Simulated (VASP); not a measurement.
# Ba8Ti8O23 (a cell with a defect) in VASP: single point with PBE

Aim: the single point of Ba8Ti8O23 (a cell with a defect) with PBE.

All numbers are computed with VASP 6.6.1; they aren't measurements. Logs are shortened: lines on timing, memory, paths and dates and some standing lists are left out, and cuts for length are marked.

## 1. The cell of the first run

The cell holds a defect, 39 atoms: a = 8.038 Å, b = 8.038 Å, c = 8.038 Å, α = 90.00°, β = 90.00°, γ = 90.00°.

## 2. Single point, PBE (atoms taken out, then relaxed in part)

File INCAR:

```
  PREC = Accurate
  ENCUT = 520
  EDIFF = 1E-6
  ISMEAR = 0
  SIGMA = 0.02
  LREAL = Auto
  LASPH = T
  NELM = 100
  ALGO = Normal
  ISIF = 2
  LWAVE = F
  LCHARG = F
  GGA = PE
  NBANDS = 182
  NELECT = 312.0
```

File KPOINTS:

```
Automatic mesh
0
Gamma
  2 2 2
  0.5 0.5 0.5
```

File POSCAR:

```
Ba8Ti8O23
1.0
   -8.0384963557      0.0000000000      0.0000000000
    0.0000000000      8.0384963557      0.0000000000
    0.0000000000      0.0000000000     -8.0384963557
Ba Ti O
8 8 23
Direct
    0.2500000000      0.2444132063      0.2444132063
    0.2500000000      0.2444132063      0.7555867937
    0.2500000000      0.7555867937      0.2444132063
    0.2500000000      0.7555867937      0.7555867937
    0.7500000000      0.2445215855      0.2445215855
    0.7500000000      0.2445215855      0.7554784145
    0.7500000000      0.7554784145      0.2445215855
    0.7500000000      0.7554784145      0.7554784145
    0.0026556971      0.5000000000      0.0000000000
   -0.0220040329      0.5000000000      0.5000000000
   -0.0003718515      0.0000000000      0.0000000000
    0.0026556971      0.0000000000      0.5000000000
    0.4973443029      0.5000000000      0.0000000000
    0.5220040329      0.5000000000      0.5000000000
    0.5003718515      0.0000000000      0.0000000000
    0.4973443029      0.0000000000      0.5000000000
    0.4895737075      0.2579515608      0.5000000000
    0.2500000000      0.5000000000      1.0000000000
    0.2500000000      0.0000000000      0.5000000000
    0.2500000000      0.0000000000      1.0000000000
    0.7500000000      0.5000000000      0.5000000000
    0.7500000000      0.5000000000      1.0000000000
    0.7500000000      0.0000000000      0.5000000000
    0.7500000000      0.0000000000      1.0000000000
    0.5003425847      0.2509743299      1.0000000000
    0.4895737075      0.7420484392      0.5000000000
    0.5003425847      0.7490256701      1.0000000000
    1.0104262925      0.2579515608      0.5000000000
    0.9996574153      0.2509743299      1.0000000000
    1.0104262925      0.7420484392      0.5000000000
    0.9996574153      0.7490256701      1.0000000000
    0.4895737075      0.5000000000      0.2579515608
    0.4895737075      0.5000000000      0.7420484392
    0.5003425847      0.0000000000      0.2509743299
    0.5003425847      0.0000000000      0.7490256701
    1.0104262925      0.5000000000      0.2579515608
    1.0104262925      0.5000000000      0.7420484392
    0.9996574153      0.0000000000      0.2509743299
    0.9996574153      0.0000000000      0.7490256701
```

Potentials or basis: VASP PAW PBE potentials, release 64 (Ba_sv, Ti_sv, O).

On the command line:

```console
cat potpaw_PBE.64/Ba_sv/POTCAR potpaw_PBE.64/Ti_sv/POTCAR potpaw_PBE.64/O/POTCAR > POTCAR
mpirun -np 1 vasp_std > vasp.out
```

OUTCAR:

```text
PREC = Accurate
   ENCUT = 520
   EDIFF = 1E-6
   ISMEAR = 0
   LREAL = Auto
   LASPH = T
   NELM = 100
   ISIF = 2
   GGA = PE
   NELECT = 312.0

 ion  position               nearest neighbor table
   1  0.250  0.244  0.244-  20 2.78  25 2.81  29 2.81  34 2.81  38 2.81  32 2.82  28 2.82  36 2.82
                            17 2.82  18 2.84  19 2.84  15 3.43  11 3.43  16 3.47  12 3.47  13 3.47
   2  0.250  0.244  0.756-  20 2.78  25 2.81  29 2.81  35 2.81  39 2.81  33 2.82  28 2.82  37 2.82
                            17 2.82  18 2.84  19 2.84  15 3.43  11 3.43  16 3.47  12 3.47  13 3.47
   3  0.250  0.756  0.244-  20 2.78  27 2.81  31 2.81  34 2.81  38 2.81  32 2.82  30 2.82  36 2.82
                            26 2.82  19 2.84  18 2.84  15 3.43  11 3.43  16 3.47  12 3.47  13 3.47
   4  0.250  0.756  0.756-  20 2.78  27 2.81  31 2.81  35 2.81  39 2.81  33 2.82  30 2.82  37 2.82
                            26 2.82  19 2.84  18 2.84  15 3.43  11 3.43  16 3.47  12 3.47  13 3.47
   5  0.750  0.245  0.245-  24 2.78  25 2.81  29 2.81  34 2.81  38 2.81  23 2.84  22 2.84  21 2.90
                            32 2.93  28 2.93  36 2.93  17 2.93  11 3.43  15 3.43  14 3.43  10 3.43
   6  0.750  0.245  0.755-  24 2.78  25 2.81  29 2.81  35 2.81  39 2.81  23 2.84  22 2.84  21 2.90
                            33 2.93  28 2.93  37 2.93  17 2.93  11 3.43  15 3.43  14 3.43  10 3.43
   7  0.750  0.755  0.245-  24 2.78  27 2.81  31 2.81  34 2.81  38 2.81  23 2.84  22 2.84  21 2.90
                            32 2.93  30 2.93  36 2.93  26 2.93  11 3.43  15 3.43  14 3.43  10 3.43
   8  0.750  0.755  0.755-  24 2.78  27 2.81  31 2.81  35 2.81  39 2.81  23 2.84  22 2.84  21 2.90
                            33 2.93  30 2.93  37 2.93  26 2.93  11 3.43  15 3.43  14 3.43  10 3.43
   9  0.003  0.500  0.000-  18 1.99  29 2.00  31 2.00  22 2.03  36 2.07  37 2.07   3 3.47   4 3.47
                             1 3.47   2 3.47   7 3.49   8 3.49   5 3.49   6 3.49
  10  0.978  0.500  0.500-  21 1.83  28 1.96  30 1.96  36 1.96  37 1.96   6 3.43   7 3.43   8 3.43
                             5 3.43   2 3.64   3 3.64   4 3.64   1 3.64
  11  1.000  0.000  0.000-  24 2.01  20 2.01  29 2.02  31 2.02  38 2.02  39 2.02   7 3.43   8 3.43
                             5 3.43   6 3.43   3 3.43   4 3.43   1 3.43   2 3.43
  12  0.003  0.000  0.500-  19 1.99  38 2.00  39 2.00  23 2.03  28 2.07  30 2.07   3 3.47   4 3.47
                             1 3.47   2 3.47   7 3.49   8 3.49   5 3.49   6 3.49
  13  0.497  0.500  0.000-  18 1.99  25 2.00  27 2.00  22 2.03  32 2.07  33 2.07   3 3.47   4 3.47
                             1 3.47   2 3.47   7 3.49   8 3.49   5 3.49   6 3.49
  14  0.522  0.500  0.500-  21 1.83  17 1.96  26 1.96  32 1.96  33 1.96   6 3.43   7 3.43   8 3.43
                             5 3.43   2 3.64   3 3.64   4 3.64   1 3.64
  15  0.500  0.000  0.000-  24 2.01  20 2.01  25 2.02  27 2.02  34 2.02  35 2.02   7 3.43   8 3.43
                             5 3.43   6 3.43   3 3.43   4 3.43   1 3.43   2 3.43
  16  0.497  0.000  0.500-  19 1.99  34 2.00  35 2.00  23 2.03  17 2.07  26 2.07   3 3.47   4 3.47
                             1 3.47   2 3.47   7 3.49   8 3.49   5 3.49   6 3.49
  17  0.490  0.258  0.500-  14 1.96  16 2.07   1 2.82   2 2.82   5 2.93   6 2.93
  18  0.250  0.500  0.000-   9 1.99  13 1.99   3 2.84   4 2.84   1 2.84   2 2.84
  19  0.250  0.000  0.500-  12 1.99  16 1.99   3 2.84   4 2.84   1 2.84   2 2.84
  20  0.250  0.000  0.000-  11 2.01  15 2.01   3 2.78   4 2.78   1 2.78   2 2.78
  21  0.750  0.500  0.500-  10 1.83  14 1.83   7 2.90   8 2.90   5 2.90   6 2.90
  22  0.750  0.500  0.000-   9 2.03  13 2.03   7 2.84   8 2.84   5 2.84   6 2.84
[... 15 lines left out ...]
  38  1.000  0.000  0.251-  12 2.00  11 2.02   5 2.81   7 2.81   1 2.81   3 2.81
  39  1.000  0.000  0.749-  12 2.00  11 2.02   6 2.81   8 2.81   2 2.81   4 2.81

  LATTYP: Found a simple cubic cell.
 ALAT       =     8.0384963557

  Lattice vectors:

 A1 = (  -8.0384963557,   0.0000000000,   0.0000000000)
 A2 = (   0.0000000000,   8.0384963557,   0.0000000000)
 A3 = (   0.0000000000,   0.0000000000,  -8.0384963557)

Analysis of symmetry for initial positions (statically):
=====================================================================
 Subroutine PRICEL returns:
 Original cell was already a primitive cell.

 Routine SETGRP: Setting up the symmetry group for a
 simple cubic supercell.

 Subroutine GETGRP returns: Found 16 space group operations
 (whereof  8 operations were pure point group operations)
 out of a pool of 48 trial point group operations.

The static configuration has the point symmetry C_4v.
 The point group associated with its full space group is D_4h.

Analysis of symmetry for dynamics (positions and initial velocities):
=====================================================================
 Subroutine PRICEL returns:
 Original cell was already a primitive cell.

 Routine SETGRP: Setting up the symmetry group for a
 simple cubic supercell.

 Subroutine GETGRP returns: Found 16 space group operations
 (whereof  8 operations were pure point group operations)
 out of a pool of 48 trial point group operations.

The dynamic configuration has the point symmetry C_4v.
 The point group associated with its full space group is D_4h.

 Subroutine INISYM returns: Found 16 space group operations
 (whereof  8 operations are pure point group operations),
 and found     1 'primitive' translations

[... 105 lines left out ...]
 Generating k-lattice:

  Cartesian coordinates                     Fractional coordinates (reciprocal lattice)
    -0.062200688  0.000000000  0.000000000     0.500000000  0.000000000  0.000000000
     0.000000000  0.062200688  0.000000000     0.000000000  0.500000000  0.000000000
     0.000000000  0.000000000 -0.062200688     0.000000000  0.000000000  0.500000000

  Length of vectors
     0.062200688  0.062200688  0.062200688

  Shift w.r.t. Gamma in fractional coordinates (k-lattice)
     0.500000000  0.500000000  0.500000000

 Subroutine IBZKPT returns following result:
 ===========================================

 Found      1 irreducible k-points:

 Following reciprocal coordinates:
            Coordinates               Weight
  0.250000  0.250000  0.250000      8.000000
   k-points           NKPTS =      1   k-points in BZ     NKDIM =      1   number of bands    NBANDS=    182
   number of dos      NEDOS =    301   number of ions     NIONS =     39
   total plane-waves  NPLWV = 216000
   dimension x,y,z NGX =    60 NGY =   60 NGZ =   60
   dimension x,y,z NGXF=   120 NGYF=  120 NGZF=  120
   ions per type =               8   8  23
   NGX,Y,Z   is equivalent  to a cutoff of  12.41, 12.41, 12.41 a.u.
   NGXF,Y,Z  is equivalent  to a cutoff of  24.82, 24.82, 24.82 a.u.
 SYSTEM =  unknown system
   PREC   = accura    normal or accurate (medium, high low for compatibility)
   ISTART =      0    job   : 0-new  1-cont  2-samecut
   ICHARG =      2    charge: 1-file 2-atom 10-const
   ISPIN  =      1    spin polarized calculation?
   LNONCOLLINEAR =      F non collinear calculations
   LSORBIT =      F    spin-orbit coupling
   LASPH  =      T    aspherical Exc in radial PAW
   ENCUT  =  520.0 eV  38.22 Ry    6.18 a.u.  14.95 14.95 14.95*2*pi/ulx,y,z
   NELM   =    100;   NELMIN=  2; NELMDL= -5     # of ELM steps
   EDIFF  = 0.1E-05   stopping-criterion for ELM
   LREAL  =      T    real-space projection
   EDIFFG = 0.1E-04   stopping-criterion for IOM
   NSW    =      0    number of steps for IOM
   IBRION =     -1    ionic relax: 0-MD 1-quasi-New 2-CG
   NFREE  =      0    steps in history (QN), initial steepest desc. (CG)
   ISIF   =      2    stress and relaxation
   ISYM   =      2    0-nonsym 1-usesym 2-fastsym
   POTIM  = 0.5000    time-step for ionic-motion
   TEBEG  =    0.0;   TEEND  =   0.0 temperature during run
   PSTRESS=    0.0 pullay stress
   NELECT =     312.0000    total number of electrons
   NUPDOWN=      -1.0000    fix difference up-down
   EMIN   =  10.00;   EMAX   =-10.00  energy-range for DOS
   EFERMI =   0.00;   METHOD = LEGACY
   ISMEAR =     0;   SIGMA  =   0.02  broadening in eV -4-tet -1-fermi 0-gaus
   EFERMI_NEDOS =   21; number of points for ismear=-14 and -15
   IALGO  =     38    algorithm
   IMIX   =      4    mixing-type and parameters
     AMIX     =   0.40;   BMIX     =  1.00
     AMIX_MAG =   1.60;   BMIX_MAG =  1.00
  volume/ion in A,a.u.               =      13.32        89.88
  Fermi-wavevector in a.u.,A,eV,Ry     =   1.381290  2.610260 25.959401  1.907962
  Thomas-Fermi vector in A             =   2.506088
   LORBIT       =      0    0 simple, 1 ext, 2 COOP (PROOUT), +10 PAW based schemes
   GGA     = PE    functional components
   LHFCALC =     F    Hartree Fock is set to
   AEXX    =    0.0000 exact exchange contribution
   IVDW    =     0    specifies the selected vdW correction
   LEPSILON=     F    determine dielectric tensor
   LRPA    =     F    only Hartree local field effects (RPA)
 non-spin polarized calculation
 Gauss-broadening in eV      SIGMA  =   0.02
  energy-cutoff  :      520.00
  volume of cell :      519.43
 maximum number of plane-waves:     14006
 NGX is ok and might be reduce to    60
   NGX = 29   NGY = 29   NGZ = 29

 number of electron     311.9999843 magnetization

 Free energy of the ion-electron system (eV)
  ---------------------------------------------------
  ext. energy  EPLUGINS =         0.00000000
  ---------------------------------------------------
  free energy    TOTEN  =      -321.43204162 eV

  energy without entropy =     -321.43204162  energy(sigma->0) =     -321.43204162

 E-fermi :   3.5882     XC(G=0): -11.0247

 val. band max:        3.4880968597   @ k =   0.2500   0.2500   0.2500
 cond. band min:       5.7809213356   @ k =   0.2500   0.2500   0.2500
 fundamental gap:      2.2928244759
 Fermi energy:         3.5881502897

 k-point     1 :       0.2500    0.2500    0.2500
  band No.  band energies     occupation
      1     -53.1110      2.00000
      2     -53.1110      2.00000
      3     -53.1104      2.00000
      4     -53.1104      2.00000
      5     -53.0624      2.00000
      6     -53.0603      2.00000
[... 160 lines left out ...]
    167       6.8507      0.00000
    168       6.8998      0.00000
 [bands above 168 left out]

------------------------ aborting loop because EDIFF is reached ----------------------------------------

  FORCE on cell =-STRESS in cart. coord.  units (eV):
  Direction    XX          YY          ZZ          XY          YZ          ZX
  --------------------------------------------------------------------------------------
  -------------------------------------------------------------------------------------
  Total       -5.7508965    -11.9515064    -11.9515064      0.0000000     -0.0000000      0.0000000
  in kB      -17.7386953    -36.8645362    -36.8645362      0.0000000     -0.0000000      0.0000000
  external PRESSURE =     -30.4892559 kB  Pullay stress =       0.0000000 kB

 VOLUME and BASIS-vectors are now :
 -----------------------------------------------------------------------------
  energy-cutoff  :      520.00
  volume of cell :      519.43
      direct lattice vectors                 reciprocal lattice vectors
    -8.038496356  0.000000000  0.000000000    -0.124401375  0.000000000  0.000000000
     0.000000000  8.038496356  0.000000000     0.000000000  0.124401375  0.000000000
     0.000000000  0.000000000 -8.038496356     0.000000000  0.000000000 -0.124401375

 POSITION                                       TOTAL-FORCE (eV/Angst)
 -----------------------------------------------------------------------------------
     -2.00962      1.96471     -1.96471        -0.000000      0.021735     -0.021735
     -2.00962      1.96471     -6.07378        -0.000000      0.021735      0.021735
     -2.00962      6.07378     -1.96471        -0.000000     -0.021735     -0.021735
     -2.00962      6.07378     -6.07378        -0.000000     -0.021735      0.021735
     -6.02887      1.96559     -1.96559        -0.000000      0.034725     -0.034725
     -6.02887      1.96559     -6.07291        -0.000000      0.034725      0.034725
[... 31 lines left out ...]
     -8.03574      0.00000     -2.01746         0.009404      0.000000      0.005537
     -8.03574      0.00000     -6.02104         0.009404      0.000000     -0.005537
 -----------------------------------------------------------------------------------
    total drift:                               -0.000000      0.000000     -0.000000

  FREE ENERGIE OF THE ION-ELECTRON SYSTEM (eV)
  ---------------------------------------------------
  free  energy   TOTEN  =      -321.4320416239 eV

  energy  without entropy=     -321.4320416239  energy(sigma->0) =     -321.43204162
```

Run time: 8.5 min. Hardware: 1 thread of Oxide Virtual Turin-like, shared host; peak memory 0.48 GiB.

What came out:

```
Free energy   : -321.4320 eV
Largest force : 0.068 eV/Å
```

Forces on the atoms (eV/Å):
```
Ba   0.000  0.022 -0.022
Ba   0.000  0.022  0.022
Ba   0.000 -0.022 -0.022
Ba   0.000 -0.022  0.022
Ba   0.000  0.035 -0.035
Ba   0.000  0.035  0.035
Ba   0.000 -0.035 -0.035
Ba   0.000 -0.035  0.035
Ti  -0.012  0.000  0.000
Ti  -0.068  0.000  0.000
Ti   0.030  0.000  0.000
Ti  -0.012  0.000  0.000
Ti   0.012  0.000  0.000
Ti   0.068  0.000  0.000
Ti  -0.030  0.000  0.000
Ti   0.012  0.000  0.000
O   -0.013  0.005  0.000
O    0.000  0.000  0.000
O    0.000  0.000  0.000
O    0.000  0.000  0.000
O    0.000  0.000  0.000
O    0.000  0.000  0.000
O    0.000  0.000  0.000
O    0.000  0.000  0.000
O   -0.009 -0.006  0.000
O   -0.013 -0.005  0.000
O   -0.009  0.006  0.000
O    0.013  0.005  0.000
O    0.009 -0.006  0.000
O    0.013 -0.005  0.000
O    0.009  0.006  0.000
O   -0.013  0.000 -0.005
O   -0.013  0.000  0.005
O   -0.009  0.000  0.006
O   -0.009  0.000 -0.006
O    0.013  0.000 -0.005
O    0.013  0.000  0.005
O    0.009  0.000  0.006
O    0.009  0.000 -0.006
```

Caveat: the cell carries a net charge on a neutralising background, which shifts energy and pressure; the cell differs from its parent crystal (atoms taken out, then relaxed in part); the cell is charged against a uniform background, so pressure and absolute levels hang on convention; spin-orbit coupling is left out, which moves the levels of the heavy elements.
